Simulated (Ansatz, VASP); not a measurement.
## MgF3 in VASP and in Ansatz

Contents of INCAR:

```
SYSTEM = MgF3
PREC = Accurate ; ENCUT = 520
EDIFF = 1E-7 ; ISMEAR = 0
SIGMA = 0.1 ; LREAL = .False.
LASPH = .True. ; NELM = 150
ALGO = Normal ; ISIF = 2
LWAVE = .False. ; LCHARG = .True.
ISPIN = 2 ; MAGMOM = 0 1 1 1
LORBIT = 11 ; GGA = PE
LELF = .True. ; LVHAR = .True.
NBANDS = 24
```

Contents of KPOINTS:

```
Automatic mesh
0
Gamma
  6 6 4
  0 0 0
```

POSCAR

```
MgF3
1.0
    3.6743794500      0.0000000000      0.0000000000
   -1.8371897300      3.1821059500      0.0000000000
    0.0000000000      0.0000000000      4.6691827600
Mg F
1 3
Direct
    0.6666666700      0.3333333300      0.5000000000
    0.0000000000      0.0000000000      0.0000000000
    0.3333333300      0.6666666700      0.6521653100
    0.3333333300      0.6666666700      0.3478346900
```

Input for Ansatz:

```yaml
crystal:
  lattice:
    - [3.67437945, 0.0, 0.0]
    - [-1.83718973, 3.18210595, 0.0]
    - [0.0, 0.0, 4.66918276]
  atoms:
    - { symbol: Mg, position: [0.66666667, 0.33333333, 0.5] }
    - { symbol: F, position: [0.0, 0.0, 0.0], spin: 1.0 }
    - { symbol: F, position: [0.33333333, 0.66666667, 0.65216531], spin: 1.0 }
    - { symbol: F, position: [0.33333333, 0.66666667, 0.34783469], spin: 1.0 }
basis:
  ecutwfc: 420
kpoints:
  mp_grid: { grid: [6, 6, 4] }
hamiltonian:
  xc: pbe
scf:
  occupations: { method: gaussian, width: 0.1 }
  lower_state_search: "off"
output:
  forces: true
  stress: true
  eigenvalues: true
  populations: true
magnetization:
  spin_polarized: true
```

Alike in both runs: task single point; functional PBE; k mesh 6 × 6 × 4; occupations gaussian, width 0.1 eV; collinear spin.

```csv
,VASP,Ansatz
version,VASP 6.6.1,Ansatz 0.2.0
potentials or method,"VASP PAW PBE potentials, release 64 (Mg, F), cutoff 520 eV","scalar-relativistic, plane waves, PAW"
valence electrons in the cell,23,31
```

Ansatz gave:

```
gap on the k mesh at the Fermi level (eV)                     : 0.34
least direct gap on the mesh (eV)                             : 0.38
pressure (GPa)                                                : 17.7
traceless stress, the component that is largest in VASP (GPa) : 45.68
rms of the force components (eV/Å)                            : 7.377
net moment per atom (μB)                                      : 0.25
size of the moment on the site where the two differ most (μB) : 0.41
```

Question: What did VASP give for the same quantities?

Answer: gap on the k mesh at the Fermi level (eV): 0.32; least direct gap on the mesh (eV): 0.36; pressure (GPa): 17.4; traceless stress, the component that is largest in VASP (GPa): 46.26; rms of the force components (eV/Å): 7.460; net moment per atom (μB): 0.25; size of the moment on the site where the two differ most (μB): 0.44.

Site moments also hang on the region over which each program counts them. Atom by atom the forces differ by 0.083 eV/Å (rms over components). VASP's potentials hold 23 valence electrons a cell and Ansatz's 31, so a difference there can come from the potentials and not from the codes.
